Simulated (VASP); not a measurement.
# Ga (Pm-3m) in VASP: settings compared

Ga is run at these levels: PBE, PBEsol, LDA; tasks: relaxation of cell and atoms, single point.

Program: VASP 6.6.1. These are calculated values, not measurements. Logs are shortened: lines on timing, memory, paths and dates and some standing lists are left out, and cuts for length are marked.

### Step 1. The cell of the first run

It takes space group Pm-3m (No. 221, cubic). The conventional cell has a = 2.716 Å, b = 2.716 Å, c = 2.716 Å, α = 90.00°, β = 90.00°, γ = 90.00°. Within 3.6 Å of Ga (site symmetry m-3m) lie 6 Ga at 2.72 Å.

### Step 2. Relaxation of cell and atoms, PBE, target pressure 30 GPa, at which the enthalpy is minimised

The input, INCAR:

```
PREC = Accurate ; ENCUT = 600
EDIFF = 1E-6 ; ISMEAR = -1
SIGMA = 0.05 ; LREAL = False
LASPH = True ; NELM = 100
ALGO = Normal ; ISIF = 3
LWAVE = False ; LCHARG = False
GGA = PE ; IBRION = 2
NSW = 60 ; EDIFFG = -0.01
PSTRESS = 300.0
```

The input, KPOINTS:

```
regular mesh
0
Gamma
  10 10 10
```

The input, POSCAR:

```
Ga
1.0
    2.7164800000      0.0000000000      0.0000000000
    0.0000000000      2.7164800000      0.0000000000
    0.0000000000      0.0000000000      2.7164800000
Ga
1
Direct
    0.0000000000      0.0000000000      0.0000000000
```

Potentials or basis: VASP PAW PBE potentials, release 64 (Ga_d).

Command:

```
cat potpaw_PBE.64/Ga_d/POTCAR > POTCAR
mpirun -np 1 vasp_std > vasp.out
```

OUTCAR:

```text
PREC = Accurate
   ENCUT = 600
   EDIFF = 1E-6
   ISMEAR = -1
   LREAL = False
   LASPH = True
   NELM = 100
   ISIF = 3
   GGA = PE
   IBRION = 2
   NSW = 60
   EDIFFG = -0.01
   PSTRESS = 300.0

 ion  position               nearest neighbor table
   1  0.000  0.000  0.000-

  LATTYP: Found a simple cubic cell.
 ALAT       =     2.7164800000

  Lattice vectors:

 A1 = (   2.7164800000,   0.0000000000,   0.0000000000)
 A2 = (   0.0000000000,   2.7164800000,   0.0000000000)
 A3 = (   0.0000000000,   0.0000000000,   2.7164800000)

Analysis of symmetry for initial positions (statically):
=====================================================================
 Subroutine PRICEL returns:
 Original cell was already a primitive cell.

 Routine SETGRP: Setting up the symmetry group for a
 simple cubic supercell.

 Subroutine GETGRP returns: Found 48 space group operations
 (whereof 48 operations were pure point group operations)
 out of a pool of 48 trial point group operations.

The static configuration has the point symmetry O_h .

Analysis of symmetry for dynamics (positions and initial velocities):
=====================================================================
 Subroutine PRICEL returns:
 Original cell was already a primitive cell.

 Routine SETGRP: Setting up the symmetry group for a
 simple cubic supercell.

 Subroutine GETGRP returns: Found 48 space group operations
 (whereof 48 operations were pure point group operations)
 out of a pool of 48 trial point group operations.

The dynamic configuration has the point symmetry O_h .

 Subroutine INISYM returns: Found 48 space group operations
 (whereof 48 operations are pure point group operations),
 and found     1 'primitive' translations

----------------------------------------------------------------------------------------

                                     Primitive cell

  volume of cell :      20.0456

  direct lattice vectors                    reciprocal lattice vectors
     2.716480000  0.000000000  0.000000000     0.368123454  0.000000000  0.000000000
     0.000000000  2.716480000  0.000000000     0.000000000  0.368123454  0.000000000
     0.000000000  0.000000000  2.716480000     0.000000000  0.000000000  0.368123454

  length of vectors
     2.716480000  2.716480000  2.716480000     0.368123454  0.368123454  0.368123454

  position of ions in fractional coordinates (direct lattice)
     0.000000000  0.000000000  0.000000000

  ion indices of the primitive-cell ions
   primitive index   ion index
                 1           1

----------------------------------------------------------------------------------------

 KPOINTS: regular mesh

Automatic generation of k-mesh.
 Grid dimensions read from file:
 generate k-points for:   10   10   10

 Generating k-lattice:

  Cartesian coordinates                     Fractional coordinates (reciprocal lattice)
     0.036812345  0.000000000  0.000000000     0.100000000  0.000000000  0.000000000
     0.000000000  0.036812345  0.000000000     0.000000000  0.100000000  0.000000000
     0.000000000  0.000000000  0.036812345     0.000000000  0.000000000  0.100000000

  Length of vectors
     0.036812345  0.036812345  0.036812345

  Shift w.r.t. Gamma in fractional coordinates (k-lattice)
     0.000000000  0.000000000  0.000000000

 Subroutine IBZKPT returns following result:
 ===========================================

 Found     56 irreducible k-points:

 Following reciprocal coordinates:
            Coordinates               Weight
  0.000000  0.000000  0.000000      1.000000
  0.100000  0.000000  0.000000      6.000000
  0.200000  0.000000  0.000000      6.000000
  0.300000  0.000000  0.000000      6.000000
  0.400000  0.000000  0.000000      6.000000
  0.500000  0.000000  0.000000      3.000000
[... 16 lines left out ...]
  0.200000  0.100000  0.100000     24.000000
  0.300000  0.100000  0.100000     24.000000
 [... further k-points ...]
   k-points           NKPTS =     56   k-points in BZ     NKDIM =     56   number of bands    NBANDS=     10
   number of dos      NEDOS =    301   number of ions     NIONS =      1
   total plane-waves  NPLWV =  13824
   dimension x,y,z NGX =    24 NGY =   24 NGZ =   24
   dimension x,y,z NGXF=    48 NGYF=   48 NGZF=   48
   ions per type =               1
   NGX,Y,Z   is equivalent  to a cutoff of  14.69, 14.69, 14.69 a.u.
   NGXF,Y,Z  is equivalent  to a cutoff of  29.38, 29.38, 29.38 a.u.
 SYSTEM =  unknown system
   PREC   = accura    normal or accurate (medium, high low for compatibility)
   ISTART =      0    job   : 0-new  1-cont  2-samecut
   ICHARG =      2    charge: 1-file 2-atom 10-const
   ISPIN  =      1    spin polarized calculation?
   LNONCOLLINEAR =      F non collinear calculations
   LSORBIT =      F    spin-orbit coupling
   LASPH  =      T    aspherical Exc in radial PAW
   ENCUT  =  600.0 eV  44.10 Ry    6.64 a.u.   5.43  5.43  5.43*2*pi/ulx,y,z
   NELM   =    100;   NELMIN=  2; NELMDL= -5     # of ELM steps
   EDIFF  = 0.1E-05   stopping-criterion for ELM
   LREAL  =      F    real-space projection
   EDIFFG = -.1E-01   stopping-criterion for IOM
   NSW    =     60    number of steps for IOM
   IBRION =      2    ionic relax: 0-MD 1-quasi-New 2-CG
   NFREE  =      1    steps in history (QN), initial steepest desc. (CG)
   ISIF   =      3    stress and relaxation
   ISYM   =      2    0-nonsym 1-usesym 2-fastsym
   POTIM  = 0.5000    time-step for ionic-motion
   TEBEG  =    0.0;   TEEND  =   0.0 temperature during run
   PSTRESS=  300.0 pullay stress
   NELECT =      13.0000    total number of electrons
   NUPDOWN=      -1.0000    fix difference up-down
   EMIN   =  10.00;   EMAX   =-10.00  energy-range for DOS
   EFERMI =   0.00;   METHOD = LEGACY
   ISMEAR =    -1;   SIGMA  =   0.05  broadening in eV -4-tet -1-fermi 0-gaus
   EFERMI_NEDOS =   21; number of points for ismear=-14 and -15
   IALGO  =     38    algorithm
   IMIX   =      4    mixing-type and parameters
     AMIX     =   0.40;   BMIX     =  1.00
     AMIX_MAG =   1.60;   BMIX_MAG =  1.00
  volume/ion in A,a.u.               =      20.05       135.27
  Fermi-wavevector in a.u.,A,eV,Ry     =   1.417042  2.677821 27.320614  2.008008
  Thomas-Fermi vector in A             =   2.538314
   LORBIT       =      0    0 simple, 1 ext, 2 COOP (PROOUT), +10 PAW based schemes
   GGA     = PE    functional components
   LHFCALC =     F    Hartree Fock is set to
   AEXX    =    0.0000 exact exchange contribution
   IVDW    =     0    specifies the selected vdW correction
   LEPSILON=     F    determine dielectric tensor
   LRPA    =     F    only Hartree local field effects (RPA)
 conjugate gradient relaxation of ions
 non-spin polarized calculation
  energy-cutoff  :      600.00
  volume of cell :       20.05
 maximum number of plane-waves:       691
 NGX is ok and might be reduce to    24
   NGX = 11   NGY = 11   NGZ = 11

--------------------------------------- Ionic step        1  -------------------------------------------

 number of electron      13.0000005 magnetization

 Free energy of the ion-electron system (eV)
  ---------------------------------------------------
  ext. energy  EPLUGINS =         0.00000000
  ---------------------------------------------------
  free energy    TOTEN  =        -2.83106388 eV

  energy without entropy =       -2.82549376  energy(sigma->0) =       -2.82827882

------------------------ aborting loop because EDIFF is reached ----------------------------------------

  FORCE on cell =-STRESS in cart. coord.  units (eV):
  Direction    XX          YY          ZZ          XY          YZ          ZX
  --------------------------------------------------------------------------------------
  -------------------------------------------------------------------------------------
  Total        0.0290401      0.0290401      0.0290401      0.0000000     -0.0000000      0.0000000
  in kB        2.3210725      2.3210725      2.3210725      0.0000000     -0.0000000      0.0000000
  external PRESSURE =    -297.6789275 kB  Pullay stress =     300.0000000 kB
[... 24 lines left out ...]
--------------------------------------- Ionic step        2  -------------------------------------------

 number of electron      13.0000004 magnetization

 E-fermi :  11.5167     XC(G=0): -13.8995

 val. band max:       11.3833080169   @ k =   0.4000   0.3000   0.2000
 cond. band min:      11.7499846390   @ k =   0.5000   0.4000   0.3000
 fundamental gap:      0.3666766222
 Fermi energy:        11.5166808638

 k-point     1 :       0.0000    0.0000    0.0000
  band No.  band energies     occupation
      1      -5.4622      2.00000
      2      -5.4622      2.00000
      3      -4.2926      2.00000
      4      -3.5937      2.00000
      5      -3.5937      2.00000
      6      -3.5937      2.00000
      7      25.1974      0.00000
      8      25.1974      0.00000
      9      25.1974      0.00000
     10      28.3972      0.00000
[... 287 lines left out ...]
 k-point    24 :       0.3000    0.1000    0.1000
  band No.  band energies     occupation
      1      -5.1779      2.00000
      2      -4.7747      2.00000
      3      -4.1183      2.00000
      4      -4.0166      2.00000
      5      -3.6683      2.00000
      6      -0.5750      2.00000
      7      12.3887      0.00000
      8      23.9086      0.00000
      9      25.3886      0.00000
     10      35.1057      0.00000

 [... further k-points ...]
[... 5 lines left out ...]
  --------------------------------------------------------------------------------------
  -------------------------------------------------------------------------------------
  Total        8.3366645      8.3366645      8.3366645     -0.0000000      0.0000000      0.0000000
  in kB     1207.0518166   1207.0518166   1207.0518166     -0.0000000      0.0000000      0.0000000
  external PRESSURE =     907.0518166 kB  Pullay stress =     300.0000000 kB
[... 172 lines left out ...]
--------------------------------------- Ionic step        7  -------------------------------------------

 number of electron      13.0000005 magnetization

 Free energy of the ion-electron system (eV)
  ---------------------------------------------------
  ext. energy  EPLUGINS =         0.00000000
  ---------------------------------------------------
  free energy    TOTEN  =        -2.46782327 eV

  energy without entropy =       -2.46476708  energy(sigma->0) =       -2.46629517

 E-fermi :   7.6502     XC(G=0): -12.1816

 val. band max:        7.6404638271   @ k =   0.5000   0.5000   0.2000
 cond. band min:       7.7996441299   @ k =   0.3000   0.0000   0.0000
 fundamental gap:      0.1591803027
 Fermi energy:         7.6502019280

 k-point     1 :       0.0000    0.0000    0.0000
  band No.  band energies     occupation
      1      -8.0627      2.00000
      2      -8.0627      2.00000
      3      -7.0483      2.00000
      4      -7.0483      2.00000
      5      -7.0483      2.00000
      6      -5.1949      2.00000
      7      18.8487      0.00000
      8      18.8487      0.00000
      9      18.8487      0.00000
     10      21.7538      0.00000
[... 287 lines left out ...]
 k-point    24 :       0.3000    0.1000    0.1000
  band No.  band energies     occupation
      1      -7.9088      2.00000
      2      -7.6252      2.00000
      3      -7.2964      2.00000
      4      -7.2694      2.00000
      5      -7.0871      2.00000
      6      -2.3167      2.00000
      7       8.2760      0.00001
      8      17.7437      0.00000
      9      18.8815      0.00000
     10      27.4434      0.00000

 [... further k-points ...]
[... 5 lines left out ...]
  --------------------------------------------------------------------------------------
  -------------------------------------------------------------------------------------
  Total        2.7824928      2.7824928      2.7824928      0.0000000     -0.0000000      0.0000000
  in kB      300.0814874    300.0814874    300.0814874      0.0000000     -0.0000000      0.0000000
  external PRESSURE =       0.0814874 kB  Pullay stress =     300.0000000 kB
[... 20 lines left out ...]
  energy  without entropy=       -2.4647670794  energy(sigma->0) =       -2.46629517

  enthalpy is  TOTEN    =         0.3139139299 eV   P V=        2.7817371957

 reached required accuracy - stopping structural energy minimisation
```

It took 37 s on 1 thread of Intel Xeon Platinum 8259CL at 2.50GHz (Skylake/Cascade Lake), shared host; peak memory 0.16 GiB.

What came out:

```
Free energy                                            : -2.4678 eV
Relaxed volume                                         : 14.86 Å³/atom
Relaxed cell                                           : a = 2.458 Å, b = 2.458 Å, c = 2.458 Å, α = 90.00°, β = 90.00°, γ = 90.00°
Space group after relaxing (to 0.05 Å)                 : Pm-3m (No. 221)
Energy change on relaxing (the enthalpy is what falls) : +363.2 meV/atom
Ionic steps                                            : 7
Pressure after relaxing                                : 30.0 GPa
```

The path:
```csv
step,energy change (eV),largest force (eV/Å),pressure (GPa),volume (Å³)
1,0.0000,0.0000,0.23,20.05
2,1.9031,0.0000,120.71,11.07
3,0.3200,0.0000,27.44,15.10
4,0.3491,0.0000,29.27,14.93
5,0.3662,0.0000,30.22,14.84
6,0.3587,0.0000,29.65,14.88
7,0.3632,0.0000,30.01,14.86
```

Final structure:
```
Ga
1.0
     2.45830    0.00000    0.00000
     0.00000    2.45830    0.00000
     0.00000    0.00000    2.45830
Ga
1
Direct
  0.00000 0.00000 0.00000
```

Caveat: the cell is relaxed towards a set pressure, so the enthalpy falls and the energy may rise; the volume moved by over 15 % at a fixed basis, so the end points are rough.

(Part 1 of 2 ends here.)
